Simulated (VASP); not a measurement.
Wanted: the native input for a VASP 6.6.1 run.

```yaml
Task: single point
Functional: RPBE
Potentials_or_basis: VASP PAW PBE potentials, release 64 (Tl_d)
Cutoff: 520 eV
k_mesh: 12 × 12 × 12
Occupations: fermi-dirac, width 0.1 eV
Spin: no spin polarisation
Dipole_correction: no
Further_INCAR_settings: ALGO = Normal; EDIFF = 1e-07; NBANDS = 12
```

The structure of Tl lies in POSCAR:

```
Tl
1.0
    0.0000000000      2.4887938169      2.4887938169
    2.4887938169      0.0000000000      2.4887938169
    2.4887938169      2.4887938169      0.0000000000
Tl
1
Direct
    0.0000000000      0.0000000000      0.0000000000
```

This isn't the form of Tl at room conditions, which is hcp.

The input as run:

INCAR

```
PREC = Accurate
ENCUT = 520
EDIFF = 1E-7
ISMEAR = -1
SIGMA = 0.1
LREAL = False
LASPH = True
NELM = 80
ALGO = Normal
ISIF = 2
LWAVE = False
LCHARG = False
GGA = RP
NBANDS = 12
```

KPOINTS

```
regular mesh
0
Gamma
  12 12 12
```

Potentials or basis: VASP PAW PBE potentials, release 64 (Tl_d).

The run is started by

```sh
$ cat potpaw_PBE.64/Tl_d/POTCAR > POTCAR
$ mpirun -np 1 vasp_std > vasp.out
```

It gave:

- Pressure: 2.0 GPa
- Band gap on the k mesh: zero (an odd number of electrons rules out a gap without spin polarisation)

Caveat: the PAW data sets were made with another functional, which shifts forces and pressure a little; spin-orbit coupling is left out, which moves the levels of the heavy elements.

Wall time 40 s on 1 thread of Intel Xeon 8259CL (shared host), peak memory 0.17 GiB.
